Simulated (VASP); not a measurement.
Set up this calculation in VASP 6.6.1, as the native input.

```
Task                   : single point
Functional             : PBE
Potentials or basis    : VASP PAW PBE potentials, release 64 (Mn_pv, O)
Cutoff                 : 520 eV
k mesh                 : 10 × 10 × 10
Occupations            : fermi-dirac, width 0.05 eV
Spin                   : collinear spin, ferromagnetic start
Starting moments       : [4.0, 0.0] μB
Dipole correction      : no
Further INCAR settings : ALGO = Normal; EDIFF = 1e-06; NBANDS = 20
```

The structure of MnO lies in POSCAR:

```
MnO
1.0
    2.6723886600      0.0000000000      0.0000000000
    0.0000000000      2.6723886600      0.0000000000
    0.0000000000      0.0000000000      2.6723886600
Mn O
1 1
Direct
    0.0000000000      0.0000000000      0.0000000000
    0.5000000000      0.5000000000      0.5000000000
```

One way to write it, as run:

INCAR

```
ALGO     = Normal         # electronic algorithm
EDIFF    = 1E-6           # SCF threshold, eV
ENCUT    = 520            # plane-wave cutoff, eV
GGA      = PE             # functional
ISIF     = 2              # what is computed and relaxed
ISMEAR   = -1             # smearing method
ISPIN    = 2              # spin polarisation
LASPH    = T              # aspherical terms in the spheres
LCHARG   = F              # write CHGCAR
LMAXMIX  = 4              # l up to which the mixer works
LORBIT   = 11             # projections on sites
LREAL    = F              # projectors in reciprocal space
LWAVE    = F              # write WAVECAR
MAGMOM   = 4 0            # initial moments
NBANDS   = 20             # bands
NELM     = 150            # most SCF steps
PREC     = Accurate       # precision mode
SIGMA    = 0.05           # smearing width, eV
```

KPOINTS

```
k-points
0
Gamma
  10 10 10
```

Potentials or basis: VASP PAW PBE potentials, release 64 (Mn_pv, O).

Run with:

```console
$ cat potpaw_PBE.64/Mn_pv/POTCAR potpaw_PBE.64/O/POTCAR > POTCAR
$ mpirun -np 1 vasp_std > vasp.out
```

Results of the run:

```
Pressure                                              : 5.9 GPa
Net moment                                            : 4.19 μB per cell
Site moments                                          : Mn +3.90; O +0.11 μB
Valence electrons inside the program's atomic spheres : Mn 11.46; O 4.95
```

Caveat: a cell with one magnetic atom can't hold antiferromagnetic order, which such compounds often take.

Run time: 24 s on 1 thread of Intel(R) Xeon(R) Platinum 8559C (Emerald Rapids) (shared host), peak memory 0.15 GiB.
